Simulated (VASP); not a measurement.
Runs of VASP 6.6.1 on Al3GaN4. The structure is that of space group P-42m (No. 111), or close to it. The cells are those of the table. 

```csv
cell,gap on the mesh (eV),pressure (GPa),largest force (eV/Å)
"a = 4.577, b = 4.577, c = 4.049 Å, 8 atoms",3.43,(a),0.15
"a = 4.225, b = 4.225, c = 4.753 Å, 8 atoms",3.58,(c),0.12
"a = 4.401, b = 4.401, c = 4.049 Å, 8 atoms",3.61,(b),0.15
"a = 4.753, b = 4.753, c = 4.225 Å, 8 atoms",2.83,-19.6,0.11
"a = 4.577, b = 4.577, c = 4.225 Å, 8 atoms",3.56,-7.7,0.10
```

Alike in all rows: task single point; level r2SCAN; potentials or basis VASP PAW PBE potentials, release 64 (Al, Ga_d, N); no spin polarisation; k mesh 6 × 6 × 6; cutoff (eV) 520; smearing gaussian 0.05 eV.

Question: Estimate the missing entries.

Answer: (a) -0.3; (b) 19.7; (c) 0.0.

Caveats: the PAW data sets were made with another functional, which shifts forces and pressure a little; the stress differs along the axes, from -4 to 8 GPa (at least some runs); the stress differs along the axes, from -16 to 8 GPa (at least some runs); the stress differs along the axes, from 17 to 25 GPa (at least some runs); the stress differs along the axes, from -24 to -11 GPa (at least some runs); the stress differs along the axes, from -11 to -1 GPa (at least some runs).

A k mesh can miss the band edges, and the runs leave out spin-orbit coupling on Ga.
